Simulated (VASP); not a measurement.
GaP (zinc blende type): single point with HSE06

The system is GaP (zinc blende type).

```
CELL_PARAMETERS angstrom
0.00000 2.76415 2.76415
2.76415 0.00000 2.76415
2.76415 2.76415 0.00000
ATOMIC_POSITIONS crystal
Ga 0.00000 0.00000 0.00000
P 0.25000 0.25000 0.25000
```

```yaml
Program: VASP 6.6.1
Task: single point
Functional: HSE06
Potentials_or_basis: VASP PAW PBE potentials, release 64 (Ga_d, P)
Cutoff: 520 eV
k_mesh: 4 × 4 × 4
Occupations: fermi-dirac, width 0.05 eV
Spin: no spin polarisation
Dipole_correction: no
Grid_for_exact_exchange_PRECFOCK: Normal
Further_INCAR_settings: ALGO = Normal; EDIFF = 1e-07; NBANDS = 16
Share_of_exact_exchange: 0.25
Screening_parameter: 0.2079 1/Å
```

The pressure is -2.6 GPa and the band gap on the k mesh is 2.39 eV (least direct gap 2.45 eV).

Levels at points of the mesh, in eV from the valence-band top:
```
           k point  band 5  band 6  band 7  band 8  band 9  band 10  band 11  band 12  band 13  band 14
(0.00, 0.00, 0.00)  -16.94  -13.43    0.00    0.00    0.00     2.45     4.78     4.78     4.78     9.67
(0.50, 0.00, 0.00)  -16.93  -11.34   -6.96   -1.15   -1.15     2.39     5.62     5.62     9.18    11.84
(0.50, 0.50, 0.00)  -16.92  -10.42   -7.11   -2.77   -2.77     2.39     2.61    11.72    11.72    12.18
```

It took 7.7 min on 1 thread of Intel(R) Xeon(R) Platinum 8259CL CPU @ 2.50GHz (Skylake/Cascade Lake) (shared host), peak memory 0.27 GiB.

Caveat: the k points lie up to 0.49 Å⁻¹ apart; the PAW data sets were made with another functional, which shifts forces and pressure a little. A k mesh can miss the band edges.
